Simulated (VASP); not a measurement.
# Sb (Pm-3m) in VASP: further runs

Aim: see how the results for Sb move with the level of theory and the settings. Levels: RPBE+D3(BJ), LDA. Tasks: single point, relaxation of cell and atoms.

All numbers are computed with VASP 6.6.1; they aren't measurements. Logs are shortened: lines on timing, memory, paths and dates and some standing lists are left out, and cuts for length are marked.

## Step 1: The cell of the first run

Symmetry: Pm-3m, No. 221, cubic system. The conventional cell has a = 2.860 Å, b = 2.860 Å, c = 2.860 Å, α = 90.00°, β = 90.00°, γ = 90.00°. Within 3.8 Å of Sb (site symmetry m-3m) lie 6 Sb at 2.86 Å.

This isn't the form of Sb at room conditions, which is rhombohedral.

## Step 2: Single point, RPBE+D3(BJ), non-collinear spin, typed start (23.40 Å³/atom)

The input, INCAR:

```
SYSTEM = Sb
ALGO = Normal
EDIFF = 1E-7
ENCUT = 520
GGA = RP
ISIF = 2
ISMEAR = 0
IVDW = 12
LASPH = .TRUE.
LCHARG = .TRUE.
LNONCOLLINEAR = .TRUE.
LORBIT = 11
LREAL = .FALSE.
LVHAR = .TRUE.
LWAVE = .FALSE.
MAGMOM = -0.103 0.324 -0.279
NBANDS = 16
NELM = 150
PREC = Accurate
SIGMA = 0.05
```

The input, KPOINTS:

```
k-points
0
G
  6 6 6
  0 0 0
```

The input, POSCAR:

```
Sb
1.0
    2.8602315088      0.0000000000      0.0000000000
    0.0000000000      2.8602315088      0.0000000000
    0.0000000000      0.0000000000      2.8602315088
Sb
1
Direct
    0.0000000000      0.0000000000      0.0000000000
```

Potentials or basis: VASP PAW PBE potentials, release 64 (Sb).

On the command line:

```sh
cat potpaw_PBE.64/Sb/POTCAR > POTCAR
mpirun -np 1 vasp_ncl > vasp.out
```

OUTCAR:

```text
SYSTEM = Sb
   EDIFF = 1E-7
   ENCUT = 520
   GGA = RP
   ISIF = 2
   ISMEAR = 0
   IVDW = 12
   LASPH = .TRUE.
   LNONCOLLINEAR = .TRUE.
   LORBIT = 11
   LREAL = .FALSE.
   NELM = 150
   PREC = Accurate
 IVDW          = 12

 ion  position               nearest neighbor table
   1  0.000  0.000  0.000-

  LATTYP: Found a simple cubic cell.
 ALAT       =     2.8602315088

  Lattice vectors:

 A1 = (   2.8602315088,   0.0000000000,   0.0000000000)
 A2 = (   0.0000000000,   2.8602315088,   0.0000000000)
 A3 = (   0.0000000000,   0.0000000000,   2.8602315088)

Analysis of symmetry for initial positions (statically):
=====================================================================
 Subroutine PRICEL returns:
 Original cell was already a primitive cell.

 Routine SETGRP: Setting up the symmetry group for a
 simple cubic supercell.

 Subroutine GETGRP returns: Found 48 space group operations
 (whereof 48 operations were pure point group operations)
 out of a pool of 48 trial point group operations.

The static configuration has the point symmetry O_h .

Analysis of symmetry for dynamics (positions and initial velocities):
=====================================================================
 Subroutine PRICEL returns:
 Original cell was already a primitive cell.

 Routine SETGRP: Setting up the symmetry group for a
 simple cubic supercell.

 Subroutine GETGRP returns: Found 48 space group operations
 (whereof 48 operations were pure point group operations)
 out of a pool of 48 trial point group operations.

The dynamic configuration has the point symmetry O_h .

Analysis of structural, dynamic, and magnetic symmetry:
=====================================================================
 Subroutine PRICEL returns:
 Original cell was already a primitive cell.

 Routine SETGRP: Setting up the symmetry group for a
 simple cubic supercell.

 Subroutine GETGRP returns: Found  2 space group operations
 (whereof  2 operations were pure point group operations)
 out of a pool of 48 trial point group operations.

The overall configuration has the point symmetry S_2 .

 Subroutine INISYM returns: Found  2 space group operations
 (whereof  2 operations are pure point group operations),
 and found     1 'primitive' translations

----------------------------------------------------------------------------------------

                                     Primitive cell

  volume of cell :      23.3993

  direct lattice vectors                    reciprocal lattice vectors
     2.860231509  0.000000000  0.000000000     0.349622049  0.000000000  0.000000000
     0.000000000  2.860231509  0.000000000     0.000000000  0.349622049  0.000000000
     0.000000000  0.000000000  2.860231509     0.000000000  0.000000000  0.349622049

  length of vectors
     2.860231509  2.860231509  2.860231509     0.349622049  0.349622049  0.349622049

  position of ions in fractional coordinates (direct lattice)
     0.000000000  0.000000000  0.000000000

  ion indices of the primitive-cell ions
   primitive index   ion index
                 1           1

----------------------------------------------------------------------------------------

 KPOINTS: k-points

Automatic generation of k-mesh.
 Grid dimensions read from file:
 generate k-points for:    6    6    6

 Generating k-lattice:

  Cartesian coordinates                     Fractional coordinates (reciprocal lattice)
     0.058270341  0.000000000  0.000000000     0.166666667  0.000000000  0.000000000
     0.000000000  0.058270341  0.000000000     0.000000000  0.166666667  0.000000000
     0.000000000  0.000000000  0.058270341     0.000000000  0.000000000  0.166666667

  Length of vectors
     0.058270341  0.058270341  0.058270341

  Shift w.r.t. Gamma in fractional coordinates (k-lattice)
     0.000000000  0.000000000  0.000000000

 Subroutine IBZKPT returns following result:
 ===========================================

 Found    112 irreducible k-points:

 Following reciprocal coordinates:
            Coordinates               Weight
  0.000000  0.000000  0.000000      1.000000
  0.166667  0.000000  0.000000      2.000000
  0.000000  0.166667  0.000000      2.000000
  0.000000  0.000000  0.166667      2.000000
  0.333333  0.000000  0.000000      2.000000
  0.000000  0.333333  0.000000      2.000000
[... 16 lines left out ...]
  0.000000 -0.333333  0.166667      2.000000
 -0.166667  0.000000  0.333333      2.000000
 [... further k-points ...]
   k-points           NKPTS =    112   k-points in BZ     NKDIM =    112   number of bands    NBANDS=     16
   number of dos      NEDOS =    301   number of ions     NIONS =      1
   total plane-waves  NPLWV =  13824
   dimension x,y,z NGX =    24 NGY =   24 NGZ =   24
   dimension x,y,z NGXF=    48 NGYF=   48 NGZF=   48
   ions per type =               1
   NGX,Y,Z   is equivalent  to a cutoff of  13.95, 13.95, 13.95 a.u.
   NGXF,Y,Z  is equivalent  to a cutoff of  27.90, 27.90, 27.90 a.u.
 SYSTEM =  Sb
   PREC   = accura    normal or accurate (medium, high low for compatibility)
   ISTART =      0    job   : 0-new  1-cont  2-samecut
   ICHARG =      2    charge: 1-file 2-atom 10-const
   ISPIN  =      1    spin polarized calculation?
   LNONCOLLINEAR =      T non collinear calculations
   LSORBIT =      F    spin-orbit coupling
   LASPH  =      T    aspherical Exc in radial PAW
   ENCUT  =  520.0 eV  38.22 Ry    6.18 a.u.   5.32  5.32  5.32*2*pi/ulx,y,z
   NELM   =    150;   NELMIN=  2; NELMDL= -5     # of ELM steps
   EDIFF  = 0.1E-06   stopping-criterion for ELM
   LREAL  =      F    real-space projection
   EDIFFG = 0.1E-05   stopping-criterion for IOM
   NSW    =      0    number of steps for IOM
   IBRION =     -1    ionic relax: 0-MD 1-quasi-New 2-CG
   NFREE  =      0    steps in history (QN), initial steepest desc. (CG)
   ISIF   =      2    stress and relaxation
   ISYM   =      2    0-nonsym 1-usesym 2-fastsym
   POTIM  = 0.5000    time-step for ionic-motion
   TEBEG  =    0.0;   TEEND  =   0.0 temperature during run
   PSTRESS=    0.0 pullay stress
   NELECT =       5.0000    total number of electrons
   NUPDOWN=      -1.0000    fix difference up-down
   EMIN   =  10.00;   EMAX   =-10.00  energy-range for DOS
   EFERMI =   0.00;   METHOD = LEGACY
   ISMEAR =     0;   SIGMA  =   0.05  broadening in eV -4-tet -1-fermi 0-gaus
   EFERMI_NEDOS =   21; number of points for ismear=-14 and -15
   IALGO  =     38    algorithm
   IMIX   =      4    mixing-type and parameters
     AMIX     =   0.40;   BMIX     =  1.00
     AMIX_MAG =   1.60;   BMIX_MAG =  1.00
  volume/ion in A,a.u.               =      23.40       157.91
  Fermi-wavevector in a.u.,A,eV,Ry     =   0.978732  1.849535 13.033234  0.957916
  Thomas-Fermi vector in A             =   2.109530
   LORBIT       =     11    0 simple, 1 ext, 2 COOP (PROOUT), +10 PAW based schemes
   GGA     = RP    functional components
   LHFCALC =     F    Hartree Fock is set to
   AEXX    =    0.0000 exact exchange contribution
   IVDW    =    12    specifies the selected vdW correction
   LEPSILON=     F    determine dielectric tensor
   LRPA    =     F    only Hartree local field effects (RPA)
 Gauss-broadening in eV      SIGMA  =   0.05
  energy-cutoff  :      520.00
  volume of cell :       23.40
 maximum number of plane-waves:      1296
 NGX is ok and might be reduce to    24
   NGX = 11   NGY = 11   NGZ = 11

 number of electron       5.0000001 magnetization       0.0002396     -0.0007537      0.0006490

 number of electron       5.0000001 magnetization      -0.0000012      0.0000037     -0.0000032

 Free energy of the ion-electron system (eV)
  ---------------------------------------------------
  ext. energy  EPLUGINS =         0.00000000
  ---------------------------------------------------
  free energy    TOTEN  =        -3.27140329 eV

  energy without entropy =       -3.27139555  energy(sigma->0) =       -3.27139942

 E-fermi :  11.0130     XC(G=0): -10.6502

 val. band max:       10.8944567292   @ k =  -0.3333  -0.3333   0.3333
 cond. band min:      11.1381931273   @ k =  -0.1667   0.1667   0.1667
 fundamental gap:      0.2437363981
 Fermi energy:        11.0130135958

 k-point     1 :       0.0000    0.0000    0.0000
  band No.  band energies     occupation
      1      -3.8527      1.00000
      2      -3.8527      1.00000
      3      14.5585      0.00000
      4      14.5585      0.00000
      5      14.5585      0.00000
      6      14.5585      0.00000
[... 8 lines left out ...]
     15      29.5974      0.00000
     16      29.5974      0.00000

 k-point     2 :       0.1667    0.0000    0.0000
  band No.  band energies     occupation
      1      -3.3426      1.00000
      2      -3.3426      1.00000
      3      10.4633      1.00000
      4      10.4633      1.00000
      5      15.0927      0.00000
      6      15.0927      0.00000
[... 8 lines left out ...]
     15      27.2954      0.00000
     16      27.2954      0.00000

 k-point     3 :       0.0000    0.1667    0.0000
  band No.  band energies     occupation
      1      -3.3426      1.00000
      2      -3.3426      1.00000
      3      10.4633      1.00000
      4      10.4633      1.00000
      5      15.0927      0.00000
      6      15.0927      0.00000
[... 8 lines left out ...]
     15      27.2954      0.00000
     16      27.2954      0.00000

 k-point     4 :       0.0000    0.0000    0.1667
  band No.  band energies     occupation
      1      -3.3426      1.00000
      2      -3.3426      1.00000
      3      10.4633      1.00000
      4      10.4633      1.00000
      5      15.0927      0.00000
      6      15.0927      0.00000
[... 8 lines left out ...]
     15      27.2954      0.00000
     16      27.2954      0.00000

 k-point     5 :       0.3333    0.0000    0.0000
  band No.  band energies     occupation
      1      -1.8729      1.00000
      2      -1.8729      1.00000
      3       5.7974      1.00000
      4       5.7974      1.00000
      5      16.4717      0.00000
      6      16.4717      0.00000
[... 8 lines left out ...]
     15      24.4001      0.00000
     16      24.4002      0.00000

 k-point     6 :       0.0000    0.3333    0.0000
  band No.  band energies     occupation
      1      -1.8729      1.00000
      2      -1.8729      1.00000
      3       5.7974      1.00000
      4       5.7974      1.00000
      5      16.4717      0.00000
      6      16.4717      0.00000
[... 8 lines left out ...]
     15      24.4001      0.00000
     16      24.4002      0.00000
[... 267 lines left out ...]
 k-point    21 :      -0.3333    0.0000    0.1667
  band No.  band energies     occupation
      1      -1.3626      1.00000
      2      -1.3626      1.00000
      3       6.2788      1.00000
      4       6.2788      1.00000
      5      12.3886      0.00000
      6      12.3886      0.00000
[... 8 lines left out ...]
     15      24.7377      0.00000
     16      24.7377      0.00000

 k-point    22 :       0.0000    0.1667    0.3333
  band No.  band energies     occupation
      1      -1.3626      1.00000
      2      -1.3626      1.00000
      3       6.2788      1.00000
      4       6.2788      1.00000
      5      12.3886      0.00000
      6      12.3886      0.00000
[... 8 lines left out ...]
     15      24.7377      0.00000
     16      24.7377      0.00000

 k-point    23 :       0.0000   -0.3333    0.1667
  band No.  band energies     occupation
      1      -1.3626      1.00000
      2      -1.3626      1.00000
      3       6.2788      1.00000
      4       6.2788      1.00000
      5      12.3886      0.00000
      6      12.3886      0.00000
[... 8 lines left out ...]
     15      24.7377      0.00000
     16      24.7377      0.00000

 k-point    24 :      -0.1667    0.0000    0.3333
  band No.  band energies     occupation
      1      -1.3626      1.00000
      2      -1.3626      1.00000
      3       6.2788      1.00000
      4       6.2788      1.00000
      5      12.3886      0.00000
      6      12.3886      0.00000
[... 8 lines left out ...]
     15      24.7377      0.00000
     16      24.7377      0.00000

 [... further k-points ...]

------------------------ aborting loop because EDIFF is reached ----------------------------------------

 Edisp (eV)   -2.98084

 E8    (eV) :    -1.9893

  FORCE on cell =-STRESS in cart. coord.  units (eV):
  Direction    XX          YY          ZZ          XY          YZ          ZX
  --------------------------------------------------------------------------------------
  -------------------------------------------------------------------------------------
  Total       0.03340     0.03340     0.03340    -0.00000     0.00000     0.00000
  in kB       2.28669     2.28669     2.28669    -0.00000     0.00000     0.00000
  external pressure =        2.29 kB  Pullay stress =        0.00 kB

 VOLUME and BASIS-vectors are now :
 -----------------------------------------------------------------------------
  energy-cutoff  :      520.00
  volume of cell :       23.40
      direct lattice vectors                 reciprocal lattice vectors
     2.860231509  0.000000000  0.000000000     0.349622049  0.000000000  0.000000000
     0.000000000  2.860231509  0.000000000     0.000000000  0.349622049  0.000000000
     0.000000000  0.000000000  2.860231509     0.000000000  0.000000000  0.349622049

 POSITION                                       TOTAL-FORCE (eV/Angst)
 -----------------------------------------------------------------------------------
      0.00000      0.00000      0.00000         0.000000      0.000000      0.000000
 -----------------------------------------------------------------------------------
    total drift:                               -0.000000      0.000000     -0.000000

  FREE ENERGIE OF THE ION-ELECTRON SYSTEM (eV)
  ---------------------------------------------------
  free  energy   TOTEN  =        -6.2522433248 eV

  energy  without entropy=       -6.2522355876  energy(sigma->0) =       -6.25223946

 total charge

# of ion       s       p       d       tot
------------------------------------------
    1        1.194   1.262   0.070   2.527

 magnetization (x)

# of ion       s       p       d       tot
------------------------------------------
    1       -0.000  -0.000   0.000  -0.000

 magnetization (y)

# of ion       s       p       d       tot
------------------------------------------
    1        0.000   0.000  -0.000   0.000

 magnetization (z)

# of ion       s       p       d       tot
------------------------------------------
    1       -0.000  -0.000   0.000  -0.000
```

Wall time 27 s (1 thread of Intel Xeon 6975P-C (Granite Rapids), shared host); peak memory 0.24 GiB.

Results:

```
Free energy                                           : -6.2522 eV
Pressure                                              : 0.2 GPa
Band gap on the k mesh                                : zero (bands 5 and 6 overlap by 11.60 eV)
Net moment                                            : 0.00 μB per cell
Valence electrons inside the program's atomic spheres : Sb 2.53
Dispersion energy per atom                            : -2.981 eV
```

Moments on the atoms (μB; x, y, z):
```
Sb  0.00 0.00 0.00
```

Caveat: the k points lie up to 0.37 Å⁻¹ apart, too coarse for converged energies and pressures of a metal; the PAW data sets were made with another functional, which shifts forces and pressure a little; spin-orbit coupling is left out, which moves the levels of the heavy elements.

(Continued in part 2 of 2.)
